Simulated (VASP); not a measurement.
# CdSe (P6_3/mmc) in VASP: a series of runs

CdSe is run at these levels: PBE, r2SCAN; tasks: single point.

All numbers are computed with VASP 6.6.1; they aren't measurements. Logs are shortened: lines on timing, memory, paths and dates and some standing lists are left out, and cuts for length are marked.

**1. The cell of the first run**

The structure is hexagonal, space group P6_3/mmc (No. 194). Conventional cell: a = 4.019 Å, b = 4.019 Å, c = 6.659 Å, α = 90.00°, β = 90.00°, γ = 120.00°. Cd (site symmetry -3m) has 6 Se at 2.86 Å and 2 Cd at 3.33 Å within 3.8 Å. Se (site symmetry -6m2) has 6 Cd at 2.86 Å within 3.8 Å.

**2. Single point, PBE**

Contents of INCAR:

```
ALGO = Normal
EDIFF = 1E-6
ENCUT = 520
GGA = PE
ISIF = 2
ISMEAR = -5
LASPH = True
LCHARG = True
LELF = True
LREAL = False
LVHAR = True
LWAVE = False
NBANDS = 26
NELM = 80
PREC = Accurate
SIGMA = 0.1
```

Contents of KPOINTS:

```
k-points
0
Gamma
  6 6 4
```

Contents of POSCAR:

```
CdSe
1.0
    4.0193504367      0.0000000000      0.0000000000
   -2.0096752184      3.4808595849      0.0000000000
    0.0000000000      0.0000000000      6.6587297966
Cd Se
2 2
Direct
    0.0000000000      0.0000000000      0.0000000000
    0.0000000000      0.0000000000      0.5000000000
    0.3333333333      0.6666666667      0.2500000000
    0.6666666667      0.3333333333      0.7500000000
```

Potentials or basis: VASP PAW PBE potentials, release 64 (Cd, Se).

Started as:

```bash
> cat potpaw_PBE.64/Cd/POTCAR potpaw_PBE.64/Se/POTCAR > POTCAR
> mpirun -np 1 vasp_std > vasp.out
```

OUTCAR:

```text
EDIFF = 1E-6
   ENCUT = 520
   GGA = PE
   ISIF = 2
   ISMEAR = -5
   LASPH = True
   LREAL = False
   NELM = 80
   PREC = Accurate

 ion  position               nearest neighbor table
   1  0.000  0.000  0.000-   3 2.86   4 2.86   4 2.86   3 2.86   4 2.86   3 2.86   2 3.33   2 3.33

   2  0.000  0.000  0.500-   3 2.86   4 2.86   4 2.86   3 2.86   4 2.86   3 2.86   1 3.33   1 3.33

   3  0.333  0.667  0.250-   1 2.86   2 2.86   1 2.86   2 2.86   1 2.86   2 2.86
   4  0.667  0.333  0.750-   1 2.86   2 2.86   1 2.86   2 2.86   1 2.86   2 2.86

  LATTYP: Found a hexagonal cell.
 ALAT       =     4.0193504367
 C/A-ratio  =     1.6566681362

  Lattice vectors:

 A1 = (   4.0193504367,   0.0000000000,   0.0000000000)
 A2 = (  -2.0096752184,   3.4808595849,   0.0000000000)
 A3 = (   0.0000000000,   0.0000000000,   6.6587297966)

Analysis of symmetry for initial positions (statically):
=====================================================================
 Subroutine PRICEL returns:
 Original cell was already a primitive cell.

 Routine SETGRP: Setting up the symmetry group for a
 hexagonal supercell.

 Subroutine GETGRP returns: Found 24 space group operations
 (whereof 12 operations were pure point group operations)
 out of a pool of 24 trial point group operations.

The static configuration has the point symmetry D_3d.
 The point group associated with its full space group is D_6h.

Analysis of symmetry for dynamics (positions and initial velocities):
=====================================================================
 Subroutine PRICEL returns:
 Original cell was already a primitive cell.

 Routine SETGRP: Setting up the symmetry group for a
 hexagonal supercell.

 Subroutine GETGRP returns: Found 24 space group operations
 (whereof 12 operations were pure point group operations)
 out of a pool of 24 trial point group operations.

The dynamic configuration has the point symmetry D_3d.
 The point group associated with its full space group is D_6h.

 Subroutine INISYM returns: Found 24 space group operations
 (whereof 12 operations are pure point group operations),
 and found     1 'primitive' translations

----------------------------------------------------------------------------------------

[... 91 lines left out ...]
   LASPH  =      T    aspherical Exc in radial PAW
   ENCUT  =  520.0 eV  38.22 Ry    6.18 a.u.   7.47  7.47 12.38*2*pi/ulx,y,z
   NELM   =     80;   NELMIN=  2; NELMDL= -5     # of ELM steps
   EDIFF  = 0.1E-05   stopping-criterion for ELM
   LREAL  =      F    real-space projection
   EDIFFG = 0.1E-04   stopping-criterion for IOM
   NSW    =      0    number of steps for IOM
   IBRION =     -1    ionic relax: 0-MD 1-quasi-New 2-CG
   NFREE  =      0    steps in history (QN), initial steepest desc. (CG)
   ISIF   =      2    stress and relaxation
   ISYM   =      2    0-nonsym 1-usesym 2-fastsym
   POTIM  = 0.5000    time-step for ionic-motion
   TEBEG  =    0.0;   TEEND  =   0.0 temperature during run
   PSTRESS=    0.0 pullay stress
   NELECT =      36.0000    total number of electrons
   NUPDOWN=      -1.0000    fix difference up-down
   EMIN   =  10.00;   EMAX   =-10.00  energy-range for DOS
   EFERMI =   0.00;   METHOD = LEGACY
   ISMEAR =    -5;   SIGMA  =   0.10  broadening in eV -4-tet -1-fermi 0-gaus
   EFERMI_NEDOS =   21; number of points for ismear=-14 and -15
   IALGO  =     38    algorithm
   IMIX   =      4    mixing-type and parameters
     AMIX     =   0.40;   BMIX     =  1.00
     AMIX_MAG =   1.60;   BMIX_MAG =  1.00
  volume/ion in A,a.u.               =      23.29       157.17
  Fermi-wavevector in a.u.,A,eV,Ry     =   1.192425  2.253357 19.345816  1.421877
  Thomas-Fermi vector in A             =   2.328463
   LORBIT       =      0    0 simple, 1 ext, 2 COOP (PROOUT), +10 PAW based schemes
   GGA     = PE    functional components
   LHFCALC =     F    Hartree Fock is set to
   AEXX    =    0.0000 exact exchange contribution
   IVDW    =     0    specifies the selected vdW correction
   LEPSILON=     F    determine dielectric tensor
   LRPA    =     F    only Hartree local field effects (RPA)
 non-spin polarized calculation
 Fermi weights with tetrahedron method with Bloechl corrections
  energy-cutoff  :      520.00
  volume of cell :       93.16
 maximum number of plane-waves:      2539
 NGX is ok and might be reduce to    30
   NGX = 15   NGY = 15   NGZ = 25

 number of electron      36.0000011 magnetization

 Free energy of the ion-electron system (eV)
  ---------------------------------------------------
  ext. energy  EPLUGINS =         0.00000000
  ---------------------------------------------------
  free energy    TOTEN  =       -10.27492864 eV

  energy without entropy =      -10.27492864  energy(sigma->0) =      -10.27492864

 E-fermi :   2.4612     XC(G=0): -10.0666

 val. band max:        2.4613570306   @ k =   0.1667   0.0000   0.0000
 cond. band min:       2.4282312424   @ k =   0.0000   0.0000   0.0000
 fundamental gap:     -0.0331257882
 Fermi energy:         2.4612340190

 k-point     1 :       0.0000    0.0000    0.0000
  band No.  band energies     occupation
      1     -10.5794      2.00000
      2      -9.6510      2.00000
      3      -5.8611      2.00000
      4      -5.8299      2.00000
      5      -5.8299      2.00000
      6      -5.5510      2.00000
[... 598 lines left out ...]
     25      11.0460      0.00000
     26      11.0460      0.00000

------------------------ aborting loop because EDIFF is reached ----------------------------------------

  FORCE on cell =-STRESS in cart. coord.  units (eV):
  Direction    XX          YY          ZZ          XY          YZ          ZX
  --------------------------------------------------------------------------------------
  -------------------------------------------------------------------------------------
  Total        1.2963618      1.2963618      1.2091745     -0.0000000     -0.0000000      0.0000000
  in kB       22.2947723     22.2947723     20.7953281     -0.0000000     -0.0000000      0.0000000
  external PRESSURE =      21.7949576 kB  Pullay stress =       0.0000000 kB

 VOLUME and BASIS-vectors are now :
 -----------------------------------------------------------------------------
  energy-cutoff  :      520.00
  volume of cell :       93.16
      direct lattice vectors                 reciprocal lattice vectors
     4.019350437  0.000000000  0.000000000     0.248796420  0.143642680  0.000000000
    -2.009675218  3.480859585  0.000000000     0.000000000  0.287285360  0.000000000
     0.000000000  0.000000000  6.658729797     0.000000000  0.000000000  0.150178792

 POSITION                                       TOTAL-FORCE (eV/Angst)
 -----------------------------------------------------------------------------------
      0.00000      0.00000      0.00000        -0.000000      0.000000     -0.000000
      0.00000      0.00000      3.32936        -0.000000      0.000000     -0.000000
     -0.00000      2.32057      1.66468        -0.000000      0.000000      0.000000
      2.00968      1.16029      4.99405         0.000000     -0.000000     -0.000000
 -----------------------------------------------------------------------------------
    total drift:                               -0.000000      0.000000      0.000000

  FREE ENERGIE OF THE ION-ELECTRON SYSTEM (eV)
  ---------------------------------------------------
  free  energy   TOTEN  =       -10.2749286364 eV

  energy  without entropy=      -10.2749286364  energy(sigma->0) =      -10.27492864
```

OSZICAR:

```text
N       E                     dE             d eps       ncg     rms          rms(c)
DAV:   1     0.247938432035E+03    0.24794E+03   -0.17642E+04  1100   0.128E+03
DAV:   2     0.172535211017E+01   -0.24621E+03   -0.23766E+03  1212   0.320E+02
DAV:   3    -0.110339577606E+02   -0.12759E+02   -0.12682E+02  1290   0.727E+01
DAV:   4    -0.111329485364E+02   -0.98991E-01   -0.98844E-01  1246   0.561E+00
DAV:   5    -0.111333692980E+02   -0.42076E-03   -0.42072E-03  1240   0.375E-01    0.824E+00
DAV:   6    -0.103197302003E+02    0.81364E+00   -0.13904E+00  1190   0.114E+01    0.703E+00
DAV:   7    -0.102771159271E+02    0.42614E-01   -0.47688E-01  1204   0.360E+00    0.316E+00
DAV:   8    -0.102755176764E+02    0.15983E-02   -0.42461E-02  1142   0.210E+00    0.371E-01
DAV:   9    -0.102749013292E+02    0.61635E-03   -0.58120E-03  1196   0.826E-01    0.744E-02
DAV:  10    -0.102749085301E+02   -0.72009E-05   -0.57292E-04  1138   0.233E-01    0.521E-02
DAV:  11    -0.102749485605E+02   -0.40030E-04   -0.11947E-04  1140   0.757E-02    0.201E-02
DAV:  12    -0.102749282957E+02    0.20265E-04   -0.54713E-05  1150   0.578E-02    0.677E-03
DAV:  13    -0.102749286364E+02   -0.34063E-06   -0.69322E-06  1170   0.127E-02
   1 F= -.10274929E+02 E0= -.10274929E+02  d E =0.000000E+00
```

It took 30 s on 1 thread of Intel Xeon Platinum 8559C (Emerald Rapids), shared host; peak memory 0.22 GiB.

What came out:

```yaml
Free_energy: -10.2749 eV
Pressure: 2.2 GPa
Band_gap_on_the_k_mesh: zero (band 18 reaches 2.46 eV, above the bottom of band 19 at 2.43 eV)
```

Levels at points of the mesh, in eV from the Fermi level:
| k point | band 16 | band 17 | band 18 | band 19 | band 20 | band 21 |
| --- | --- | --- | --- | --- | --- | --- |
| (0.00, 0.00, 0.00) | -0.68 | -0.09 | -0.03 | -0.03 | 2.85 | 6.12 |
| (0.50, 0.00, 0.00) | -2.10 | -1.77 | -0.06 | 2.08 | 3.18 | 3.25 |
| (0.00, 0.00, 0.50) | -0.33 | -0.33 | -0.33 | 2.50 | 2.50 | 6.36 |
| (0.50, 0.00, 0.50) | -1.40 | -1.22 | -1.22 | 1.59 | 1.59 | 5.33 |

Caveat: tetrahedron occupations give inexact forces and stress in metals.

**3. Single point, r2SCAN**

POSCAR is that of step 2.

Contents of INCAR.step1:

```
  ALGO = Normal
  EDIFF = 1E-4
  ENCUT = 520
  GGA = PE
  ISMEAR = -1
  LASPH = T
  LCHARG = F
  LREAL = F
  LWAVE = T
  NBANDS = 26
  NELM = 100
  PREC = Accurate
  SIGMA = 0.02
```

Contents of INCAR.step2:

```
  ALGO = Normal
  EDIFF = 1E-7
  ENCUT = 520
  ISIF = 2
  ISMEAR = -1
  ISTART = 1
  LASPH = T
  LCHARG = F
  LMIXTAU = T
  LREAL = F
  LWAVE = F
  METAGGA = R2SCAN
  NBANDS = 26
  NELM = 100
  PREC = Accurate
  SIGMA = 0.02
```

KPOINTS is that of step 2.

Potentials or basis: VASP PAW PBE potentials, release 64 (Cd, Se).

Started as:

```bash
> cat potpaw_PBE.64/Cd/POTCAR potpaw_PBE.64/Se/POTCAR > POTCAR
> cp INCAR.step1 INCAR
> mpirun -np 1 vasp_std > vasp.out
> cp INCAR.step2 INCAR
> mpirun -np 1 vasp_std > vasp.out
```

Wall time 2.3 min (1 thread of Intel Xeon Platinum 8559C (Emerald Rapids), shared host); peak memory 0.23 GiB.

The run converged. Its results:

```yaml
Free_energy: -71.2689 eV
Pressure: 0.4 GPa
Band_gap_on_the_k_mesh: 0.52 eV, indirect (least direct gap 0.56 eV)
```

Levels at points of the mesh, in eV from the valence-band top:
```csv
k point,band 15,band 16,band 17,band 18,band 19,band 20,band 21,band 22
"(0.00, 0.00, 0.00)",-0.68,-0.68,-0.04,-0.04,0.52,3.44,6.69,6.69
"(0.50, 0.00, 0.00)",-3.09,-2.11,-1.66,-0.06,2.44,3.60,3.83,5.82
"(0.00, 0.00, 0.50)",-0.33,-0.33,-0.33,-0.33,3.05,3.05,6.92,6.92
"(0.50, 0.00, 0.50)",-1.38,-1.38,-1.23,-1.23,2.03,2.03,5.81,5.81
```

Caveat: the PAW data sets were made with another functional, which shifts forces and pressure a little.
